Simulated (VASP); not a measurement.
**In: single point with r2SCAN50**

Crystal: In.

```
In
1.0
     3.33548    0.00000    0.00000
    -1.66774    2.88861    0.00000
     0.00000    0.00000    5.50914
In
2
Direct
  0.66667 0.33333 0.75000
  0.33333 0.66667 0.25000
```

* Program: VASP 6.6.1
* Task: single point
* Functional: r2SCAN50
* Potentials or basis: VASP PAW PBE potentials, release 64 (In_d)
* Cutoff: 520 eV
* k mesh: 5 × 5 × 3
* Occupations: fermi-dirac, width 0.05 eV
* Spin: no spin polarisation

| Property | Result |
| --- | --- |
| Pressure | -1.8 GPa |
| Band gap on the k mesh | zero (band 13 reaches 9.42 eV, above the bottom of band 14 at 5.25 eV) |

Stress tensor (GPa, compression positive):
```
-1.88  0.00  0.00
 0.00 -1.88  0.00
 0.00  0.00 -1.51
```

Levels at points of the mesh, in eV from the Fermi level:
| k point | band 10 | band 11 | band 12 | band 13 | band 14 | band 15 | band 16 | band 17 |
| --- | --- | --- | --- | --- | --- | --- | --- | --- |
| (0.00, 0.00, 0.00) | -19.48 | -13.14 | -6.29 | -5.17 | 11.06 | 11.06 | 12.94 | 12.94 |

Wall time 18 min on 1 thread of Intel(R) Xeon(R) Platinum 8488C (Sapphire Rapids), on a shared host, peak memory 0.19 GiB.

Caveat: the k points lie up to 0.44 Å⁻¹ apart; the PAW data sets were made with another functional, which shifts forces and pressure a little; spin-orbit coupling is left out, which moves the levels of the heavy elements.
